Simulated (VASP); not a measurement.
A run of VASP 6.6.1:

Contents of INCAR:

```
SYSTEM = TaB3Mo2
PREC = Accurate
ENCUT = 520
EDIFF = 1E-6
ISMEAR = 0
SIGMA = 0.2
LREAL = .FALSE.
LASPH = .TRUE.
NELM = 60
ALGO = Normal
ISIF = 2
LWAVE = .FALSE.
LCHARG = .FALSE.
GGA = PE
NBANDS = 60
```

Contents of KPOINTS:

```
regular mesh
0
G
  6 4 4
  0 0 0
```

File POSCAR:

```
TaB3Mo2
1.0
    3.1906514086      0.0000365035     -0.0000234691
   -0.0001312172      5.5061117591     -0.0016042678
   -0.0004899211     -0.0022403608      7.8045238208
Ta B Mo
2 6 4
Direct
    0.9999855938     -0.0000012422      0.0000069723
    0.4999893642      0.5000000891     -0.0000018012
    0.5000129849      0.1663524158      0.1733092389
   -0.0000111594      0.6663189369      0.1733058879
    1.0000068850      0.3336975373      0.8267006288
    0.4999849632      0.8336462357      0.8267004911
    0.5000011495      0.4999963480      0.4999953950
    0.0000197026      0.9999916377      0.4999991075
    0.4998911399      0.1668739768      0.6641851357
    0.0000644345      0.6669122555      0.6642032317
    0.9999413413      0.3331032403      0.3357959940
    0.5001136005      0.8331085695      0.3357997183
```

Potentials or basis: VASP PAW PBE potentials, release 64 (Ta_pv, B, Mo_sv).

The run is started by

```bash
$ cat potpaw_PBE.64/Ta_pv/POTCAR potpaw_PBE.64/B/POTCAR potpaw_PBE.64/Mo_sv/POTCAR > POTCAR
$ mpirun -np 1 vasp_std > vasp.out
```

Hardware: 1 thread of Intel(R) Xeon(R) 6975P-C (Granite Rapids), with other jobs on the host.

Task: How long does it take, and how much memory?

Result: Run time: 4 min on 1 thread of Intel(R) Xeon(R) 6975P-C (Granite Rapids), with other jobs on the host, peak memory 0.46 GiB. Counts: scf iterations 15, k points 52.
